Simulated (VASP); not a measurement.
A run of VASP 6.6.1:

INCAR

```
  ALGO = Normal
  EDIFF = 1E-7
  ENCUT = 520
  ISIF = 2
  ISMEAR = 0
  LASPH = T
  LCHARG = T
  LELF = T
  LREAL = Auto
  LVHAR = T
  LWAVE = F
  NBANDS = 42
  NELECT = 56.0
  NELM = 60
  PREC = Accurate
  SIGMA = 0.05
```

KPOINTS

```
k-points
0
Gamma
  4 4 4
```

The input POSCAR:

```
Al8N7
1.0
   -4.0109247379      4.0109247379      0.0000000000
   -4.0109247379      0.0000000000      4.0109247379
    0.0000000000      4.0109247379      4.0109247379
Al N
8 7
Direct
    0.7500000000      0.7500000000      0.7500000000
    0.2500000000      0.7500000000      0.7500000000
    0.7500000000      0.2500000000      0.7500000000
    0.7500000000      0.7500000000      0.2500000000
    0.2500000000      0.2500000000      0.7500000000
    0.2500000000      0.7500000000      0.2500000000
    0.7500000000      0.2500000000      0.2500000000
    0.2500000000      0.2500000000      0.2500000000
    0.6092473244      0.9532526756      0.4532526756
    1.0000000000      0.5000000000      0.5000000000
    1.0000000000      1.0000000000      0.0000000000
    0.5000000000      0.5000000000      0.5000000000
    0.5000000000      1.0000000000      0.0000000000
    1.0000000000      0.5000000000      0.0000000000
    0.5000000000      0.5000000000      0.0000000000
```

Potentials or basis: VASP PAW LDA potentials, release 64 (Al, N).

The run is started by

```console
$ cat potpaw_LDA.64/Al/POTCAR potpaw_LDA.64/N/POTCAR > POTCAR
$ mpirun -np 1 vasp_std > vasp.out
```

Hardware: 1 thread of Intel(R) Xeon(R) Platinum 8488C (Sapphire Rapids) (shared host).

Problem. Estimate the wall time of this run.

Solution. Run time: 5.2 min on 1 thread of Intel(R) Xeon(R) Platinum 8488C (Sapphire Rapids) (shared host), peak memory 0.25 GiB. Counts: scf iterations 17, k points 24.
